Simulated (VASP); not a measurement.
Wanted: the native input for a VASP 6.6.1 run.

- Task: single point
- Functional: PBE
- Dispersion: D3(BJ)
- Potentials or basis: VASP PAW PBE potentials, release 64 (Te, Mo_sv)
- Cutoff: 520 eV
- k mesh: 9 × 9 × 1
- Occupations: gaussian, width 0.05 eV
- Spin: no spin polarisation
- Dipole correction: yes
- Further INCAR settings: ALGO = Normal; EDIFF = 1e-06; NBANDS = 35

The structure of Te2Mo lies in POSCAR:

```
Te2Mo
1.0
    3.5038816881      0.0000000000      0.0000000000
   -1.7519408440      3.0344505538      0.0000000000
    0.0000000000      0.0000000000     24.7677198395
Te Mo
4 2
Direct
    0.3333333333      0.6666666667      0.1816881017
    0.3333333333      0.6666666667      0.3284056818
    0.3333333333      1.0000000000      0.4749674171
    0.3333333333      1.0000000000      0.6216849972
    0.6666666667      0.3333333333      0.2550468917
    0.6666666667      0.6666666667      0.5483262072
```

This cell differs from its parent crystal: layers slid over each other.

The input as run:

INCAR

```
SYSTEM = Te2Mo
PREC = Accurate
ENCUT = 520
EDIFF = 1E-6
ISMEAR = 0
SIGMA = 0.05
LREAL = .False.
LASPH = .True.
NELM = 100
ALGO = Normal
ISIF = 2
LWAVE = .False.
LCHARG = .True.
LDIPOL = .True.
IDIPOL = 3
DIPOL = 0.5 0.5 0.402
GGA = PE
IVDW = 12
LELF = .True.
LVHAR = .True.
LVACPOTAV = .True.
NBANDS = 35
```

KPOINTS

```
Automatic mesh
0
Gamma
  9 9 1
  0 0 0
```

Potentials or basis: VASP PAW PBE potentials, release 64 (Te, Mo_sv).

Command:

```console
$ cat potpaw_PBE.64/Te/POTCAR potpaw_PBE.64/Mo_sv/POTCAR > POTCAR
$ mpirun -np 1 vasp_std > vasp.out
```

It gave:

| Item | Value |
| --- | --- |
| Largest force | 0.081 eV/Å |
| Band gap on the k mesh | 1.10 eV (least direct gap 1.16 eV) |
| Dispersion energy per atom | -0.460 eV |

Caveat: the cell differs from its parent crystal (layers slid over each other); spin-orbit coupling is left out, which moves the levels of the heavy elements.

Run time: 5.5 min on 1 thread of Intel(R) Xeon(R) Platinum 8488C (Sapphire Rapids), with other jobs on the host, peak memory 0.46 GiB.
